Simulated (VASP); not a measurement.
# Ti8O14F (a cell with a defect) in VASP: single point with PBE+D3(BJ)

Aim: the single point of Ti8O14F (a cell with a defect) with PBE+D3(BJ).

All numbers are computed with VASP 6.6.1; they aren't measurements. Logs are shortened: lines on timing, memory, paths and dates and some standing lists are left out, and cuts for length are marked.

**1. The cell of the first run**

The cell holds a defect, 23 atoms: a = 6.497 Å, b = 6.497 Å, c = 5.916 Å, α = 90.00°, β = 90.00°, γ = 90.00°.

**2. Single point, PBE+D3(BJ), collinear spin**

INCAR reads:

```
  ALGO = Normal
  EDIFF = 1E-6
  ENCUT = 520
  GGA = PE
  ISIF = 2
  ISMEAR = 0
  ISPIN = 2
  IVDW = 12
  LASPH = T
  LCHARG = T
  LELF = T
  LMAXMIX = 4
  LORBIT = 11
  LREAL = Auto
  LVHAR = T
  LWAVE = F
  MAGMOM = 0 0 0 0 0 0 0 0 0 0 0 0 0 0 0 0 0 0 0 0 0 0 1
  NBANDS = 114
  NELECT = 189.0
  NELM = 150
  PREC = Accurate
  SIGMA = 0.02
```

KPOINTS reads:

```
k-points
0
Gamma
  2 2 2
```

POSCAR reads:

```
Ti8O14F
1.0
   -4.5937300000     -4.5937300000      0.0000000000
    4.5937300000     -4.5937300000      0.0000000000
    0.0000000000      0.0000000000      5.9162400000
Ti O F
8 14 1
Direct
    0.4965482051      0.5000000000      0.0000000000
   -0.0023515724      0.5000000000      0.2490088516
    0.4952159565      0.5000000000      0.5000000000
   -0.0023515724      0.5000000000      0.7509911484
    0.0552516528      0.0000000000      0.0000000000
    0.4884954340      0.0000000000      0.2630139692
   -0.0091743937      0.0000000000      0.5000000000
    0.4884954340      0.0000000000      0.7369860308
    0.1980406942      0.5000000000      0.0000000000
    0.0078207404      0.1960048752      0.2418904654
    0.7977009358      0.5000000000      0.0000000000
    0.0078207404      0.8039951248      0.2418904654
    0.1974165569      0.5000000000      0.5000000000
    0.0078207404      0.1960048752      0.7581095346
    0.7971667716      0.5000000000      0.5000000000
    0.0078207404      0.8039951248      0.7581095346
    0.4952248825      0.7035972455      0.2473844494
    0.4952248825      0.2964027545      0.2473844494
    0.7012398760      0.0000000000      0.5000000000
    0.4952248825      0.7035972455      0.7526155506
    0.2908197304      0.0000000000      0.5000000000
    0.4952248825      0.2964027545      0.7526155506
    0.6900037996      0.0000000000      0.0000000000
```

Potentials or basis: VASP PAW PBE potentials, release 64 (Ti_sv, O, F).

Started as:

```sh
cat potpaw_PBE.64/Ti_sv/POTCAR potpaw_PBE.64/O/POTCAR potpaw_PBE.64/F/POTCAR > POTCAR
mpirun -np 1 vasp_std > vasp.out
```

OUTCAR:

```text
EDIFF = 1E-6
   ENCUT = 520
   GGA = PE
   ISIF = 2
   ISMEAR = 0
   ISPIN = 2
   IVDW = 12
   LASPH = T
   LORBIT = 11
   LREAL = Auto
   NELECT = 189.0
   NELM = 150
   PREC = Accurate
 IVDW          = 12

 ion  position               nearest neighbor table
   1  0.497  0.500  0.000-   9 1.94  11 1.96  17 1.97  18 1.97  20 1.97  22 1.97
   2  0.998  0.500  0.249-  11 1.96   9 1.97  13 1.97  15 1.98  10 1.98  12 1.98
   3  0.495  0.500  0.500-  13 1.93  15 1.96  17 2.00  18 2.00  20 2.00  22 2.00
   4  0.998  0.500  0.751-  11 1.96   9 1.97  13 1.97  15 1.98  14 1.98  16 1.98
   5  0.055  0.000  0.000-  10 1.94  12 1.94  14 1.94  16 1.94  23 2.37
   6  0.488  0.000  0.263-  21 1.90  18 1.93  17 1.93  19 1.97  23 2.03   8 2.80
   7  0.991  0.000  0.500-  19 1.88  21 1.95  14 1.99  16 1.99  10 1.99  12 1.99
   8  0.488  0.000  0.737-  21 1.90  20 1.93  22 1.93  19 1.97  23 2.03   6 2.80
   9  0.198  0.500  0.000-   1 1.94   2 1.97   4 1.97
  10  0.008  0.196  0.242-   5 1.94   2 1.98   7 1.99
  11  0.798  0.500  0.000-   1 1.96   2 1.96   4 1.96
  12  0.008  0.804  0.242-   5 1.94   2 1.98   7 1.99
  13  0.197  0.500  0.500-   3 1.93   2 1.97   4 1.97
  14  0.008  0.196  0.758-   5 1.94   4 1.98   7 1.99
  15  0.797  0.500  0.500-   3 1.96   2 1.98   4 1.98
  16  0.008  0.804  0.758-   5 1.94   4 1.98   7 1.99
  17  0.495  0.704  0.247-   6 1.93   1 1.97   3 2.00
  18  0.495  0.296  0.247-   6 1.93   1 1.97   3 2.00
  19  0.701  0.000  0.500-   7 1.88   6 1.97   8 1.97
  20  0.495  0.704  0.753-   8 1.93   1 1.97   3 2.00
  21  0.291  0.000  0.500-   6 1.90   8 1.90   7 1.95
  22  0.495  0.296  0.753-   8 1.93   1 1.97   3 2.00
  23  0.690  0.000  0.000-   6 2.03   8 2.03   5 2.37

  LATTYP: Found a simple tetragonal cell.
 ALAT       =     6.4965152679
 C/A-ratio  =     0.9106789957

  Lattice vectors:

 A1 = (  -4.5937300000,  -4.5937300000,   0.0000000000)
 A2 = (   4.5937300000,  -4.5937300000,   0.0000000000)
 A3 = (   0.0000000000,   0.0000000000,   5.9162400000)

Analysis of symmetry for initial positions (statically):
=====================================================================
 Subroutine PRICEL returns:
 Original cell was already a primitive cell.

 Routine SETGRP: Setting up the symmetry group for a
 simple tetragonal supercell.

 Subroutine GETGRP returns: Found  4 space group operations
 (whereof  4 operations were pure point group operations)
 out of a pool of 16 trial point group operations.

The static configuration has the point symmetry C_2v.

[... 192 lines left out ...]
  ---------------------------------------------------
  ext. energy  EPLUGINS =         0.00000000
  ---------------------------------------------------
  free energy    TOTEN  =      -187.36537350 eV

  energy without entropy =     -187.36486700  energy(sigma->0) =     -187.36512025

 E-fermi :   7.0660     XC(G=0): -11.3467

 val. band max:        7.0455778702   @ k =   0.5000   0.0000   0.5000
 cond. band min:       7.0864281766   @ k =   0.0000   0.5000   0.0000
 fundamental gap:      0.0408503063
 Fermi energy:         7.0660425973

 spin component 1

 k-point     1 :       0.0000    0.0000    0.0000
  band No.  band energies     occupation
      1     -51.8592      1.00000
      2     -51.6022      1.00000
      3     -51.5930      1.00000
      4     -51.5581      1.00000
      5     -51.5531      1.00000
      6     -51.5050      1.00000
[... 861 lines left out ...]
    105       8.0853      0.00000
    106       8.1440      0.00000
 Fermi energy:         7.0660425973

 spin component 2

 k-point     1 :       0.0000    0.0000    0.0000
  band No.  band energies     occupation
      1     -51.5911      1.00000
      2     -51.5599      1.00000
      3     -51.5110      1.00000
      4     -51.4967      1.00000
      5     -51.4564      1.00000
      6     -51.1038      1.00000
[... 861 lines left out ...]
    105       8.2371      0.00000
    106       8.2385      0.00000
 [bands above 106 left out]

------------------------ aborting loop because EDIFF is reached ----------------------------------------

 Edisp (eV)   -5.67273

 E8    (eV) :    -2.2789

  FORCE on cell =-STRESS in cart. coord.  units (eV):
  Direction    XX          YY          ZZ          XY          YZ          ZX
  --------------------------------------------------------------------------------------
  -------------------------------------------------------------------------------------
  Total      28.82418    28.82418    20.67578     2.66154     0.00000     0.00000
  in kB     184.95278   184.95278   132.66789    17.07798     0.00000     0.00000
  external pressure =      167.52 kB  Pullay stress =        0.00 kB

 VOLUME and BASIS-vectors are now :
 -----------------------------------------------------------------------------
  energy-cutoff  :      520.00
  volume of cell :      249.69
      direct lattice vectors                 reciprocal lattice vectors
    -4.593730000 -4.593730000  0.000000000    -0.108844011 -0.108844011  0.000000000
     4.593730000 -4.593730000  0.000000000     0.108844011 -0.108844011  0.000000000
     0.000000000  0.000000000  5.916240000     0.000000000  0.000000000  0.169026273

 POSITION                                       TOTAL-FORCE (eV/Angst)
 -----------------------------------------------------------------------------------
      0.01586     -4.57787      0.00000        -0.001143     -0.001143      0.000000
     -2.28606     -6.87979      1.47320         0.006947      0.006947      0.003231
      0.02198     -4.57175      2.95812        -0.003741     -0.003741      0.000000
     -2.28606     -6.87979      4.44304         0.006947      0.006947     -0.003231
     -0.25381     -0.25381      0.00000        -0.018333     -0.018333      0.000000
     -2.24402     -2.24402      1.55605         0.004379      0.004379     -0.056705
[... 15 lines left out ...]
     -0.91334     -3.63652      4.45265         0.002038      0.003719      0.005054
     -3.16969     -3.16969      0.00000        -0.028095     -0.028095      0.000000
 -----------------------------------------------------------------------------------
    total drift:                               -0.000757     -0.000757     -0.000016

  FREE ENERGIE OF THE ION-ELECTRON SYSTEM (eV)
  ---------------------------------------------------
  free  energy   TOTEN  =      -193.0381025222 eV

  energy  without entropy=     -193.0375960229  energy(sigma->0) =     -193.03784927

 total charge

# of ion       s       p       d       tot
------------------------------------------
    1        2.222   6.293   1.837  10.352
    2        2.218   6.285   1.832  10.335
    3        2.215   6.277   1.830  10.322
    4        2.218   6.285   1.832  10.335
    5        2.222   6.228   1.868  10.318
    6        2.216   6.257   1.895  10.368
[... 15 lines left out ...]
   22        1.571   3.526   0.000   5.097
   23        1.743   4.398   0.000   6.141
--------------------------------------------------
tot         41.499 103.966  14.818 160.283

 magnetization (x)

# of ion       s       p       d       tot
------------------------------------------
    1        0.001   0.000   0.043   0.044
    2        0.002   0.001   0.097   0.100
    3        0.000   0.000   0.032   0.033
    4        0.002   0.001   0.097   0.100
    5        0.002   0.003   0.180   0.184
    6        0.006   0.005   0.412   0.424
[... 15 lines left out ...]
   22       -0.000  -0.009   0.000  -0.009
   23       -0.000   0.005   0.000   0.005
--------------------------------------------------
tot          0.020  -0.068   1.524   1.476
```

OSZICAR:

```text
N       E                     dE             d eps       ncg     rms          rms(c)
DAV:   1     0.319961055729E+04    0.31996E+04   -0.90901E+04  3648   0.198E+03
DAV:   2     0.480597428250E+03   -0.27190E+04   -0.25987E+04  3648   0.630E+02
[... 13 lines left out ...]
DAV:  16    -0.187366026070E+03   -0.74338E-02   -0.16111E-02  5416   0.685E-01    0.503E-01
DAV:  17    -0.187365902518E+03    0.12355E-03   -0.60764E-03  5492   0.442E-01    0.299E-01
DAV:  18    -0.187365374883E+03    0.52763E-03   -0.31386E-03  5558   0.269E-01    0.132E-01
DAV:  19    -0.187365348749E+03    0.26134E-04   -0.80495E-04  5516   0.123E-01    0.636E-02
DAV:  20    -0.187365366235E+03   -0.17486E-04   -0.17460E-04  5420   0.596E-02    0.264E-02
DAV:  21    -0.187365372997E+03   -0.67619E-05   -0.51612E-05  5216   0.277E-02    0.159E-02
DAV:  22    -0.187365373503E+03   -0.50561E-06   -0.68160E-06  4440   0.112E-02
   1 F= -.19303810E+03 E0= -.19303785E+03  d E =-.506499E-03  mag=     1.7328
```

Wall time 12 min (1 thread of Intel Xeon Platinum 8488C (Sapphire Rapids), shared host); peak memory 0.59 GiB.

What came out:

| Property | Result |
| --- | --- |
| Free energy | -193.0381 eV |
| Largest force | 0.057 eV/Å |
| Net moment | 1.73 μB per cell |
| Site moments | Ti +0.04, +0.10, +0.03, +0.18, +0.42, +0.26 (each value once); O -0.00, -0.01 (each value once); F +0.01 μB |
| Valence electrons inside the program's atomic spheres | Ti 10.35, 10.34, 10.32, 10.37 (each value once); O 5.11, 5.09, 5.10, 5.13 (each value once); F 6.14 |
| Dispersion energy per atom | -0.247 eV |

Forces on the atoms (eV/Å):
```
Ti  -0.001 -0.001  0.000
Ti   0.007  0.007  0.003
Ti  -0.004 -0.004  0.000
Ti   0.007  0.007 -0.003
Ti  -0.018 -0.018  0.000
Ti   0.004  0.004 -0.057
Ti  -0.015 -0.015  0.000
Ti   0.004  0.004  0.057
O   -0.002 -0.002  0.000
O    0.009 -0.024  0.000
O    0.011  0.011  0.000
O   -0.024  0.009  0.000
O    0.001  0.001  0.000
O    0.009 -0.024  0.000
O    0.008  0.008  0.000
O   -0.024  0.009  0.000
O    0.004  0.002 -0.005
O    0.002  0.004 -0.005
O    0.008  0.008  0.000
O    0.004  0.002  0.005
O    0.035  0.035  0.000
O    0.002  0.004  0.005
F   -0.028 -0.028  0.000
```

Levels at points of the mesh, in eV from the Fermi level:
Spin up:
| k point | band 92 | band 93 | band 94 | band 95 | band 96 | band 97 | band 98 | band 99 |
| --- | --- | --- | --- | --- | --- | --- | --- | --- |
| (0.00, 0.00, 0.00) | -2.70 | -1.03 | -0.60 | -0.18 | -0.13 | -0.08 | 0.14 | 0.50 |
| (0.50, 0.00, 0.00) | -2.84 | -0.74 | -0.31 | -0.17 | -0.09 | 0.05 | 0.20 | 0.23 |
| (0.00, 0.50, 0.00) | -3.01 | -0.91 | -0.54 | -0.22 | -0.12 | 0.16 | 0.16 | 0.30 |
| (0.50, 0.50, 0.00) | -3.10 | -0.65 | -0.27 | -0.11 | -0.10 | -0.09 | -0.08 | 0.29 |
| (0.00, 0.00, 0.50) | -2.99 | -0.98 | -0.34 | 0.25 | 0.26 | 0.27 | 0.48 | 0.50 |
| (0.50, 0.00, 0.50) | -2.98 | -0.82 | -0.02 | 0.07 | 0.09 | 0.28 | 0.28 | 0.38 |
| (0.00, 0.50, 0.50) | -3.12 | -0.99 | -0.38 | 0.16 | 0.17 | 0.20 | 0.26 | 0.51 |
| (0.50, 0.50, 0.50) | -3.20 | -0.77 | -0.08 | 0.18 | 0.30 | 0.34 | 0.46 | 0.46 |
Spin down:
| k point | band 90 | band 91 | band 92 | band 93 | band 94 | band 95 | band 96 | band 97 |
| --- | --- | --- | --- | --- | --- | --- | --- | --- |
| (0.00, 0.00, 0.00) | -3.06 | -2.95 | -2.71 | -0.87 | -0.07 | -0.04 | 0.14 | 0.22 |
| (0.50, 0.00, 0.00) | -3.51 | -3.12 | -2.85 | -0.57 | -0.07 | 0.09 | 0.13 | 0.43 |
| (0.00, 0.50, 0.00) | -3.43 | -3.15 | -3.01 | -0.73 | -0.06 | 0.02 | 0.22 | 0.31 |
| (0.50, 0.50, 0.00) | -3.38 | -3.26 | -3.11 | -0.47 | -0.06 | 0.11 | 0.12 | 0.14 |
| (0.00, 0.00, 0.50) | -3.68 | -3.33 | -3.00 | -0.80 | 0.35 | 0.44 | 0.45 | 0.55 |
| (0.50, 0.00, 0.50) | -3.16 | -3.10 | -2.99 | -0.68 | 0.19 | 0.29 | 0.40 | 0.53 |
| (0.00, 0.50, 0.50) | -3.27 | -3.15 | -3.14 | -0.81 | 0.21 | 0.34 | 0.37 | 0.38 |
| (0.50, 0.50, 0.50) | -3.24 | -3.22 | -3.20 | -0.62 | 0.35 | 0.40 | 0.53 | 0.58 |

Caveat: the k points lie up to 0.53 Å⁻¹ apart; the cell carries a net charge on a neutralising background, which shifts energy and pressure; the cell is charged against a uniform background, so pressure and absolute levels hang on convention; a moment this small can come from the mesh or the smearing; semilocal functionals often make such compounds metallic where correlation or magnetic order opens a gap, which also shifts bond lengths.
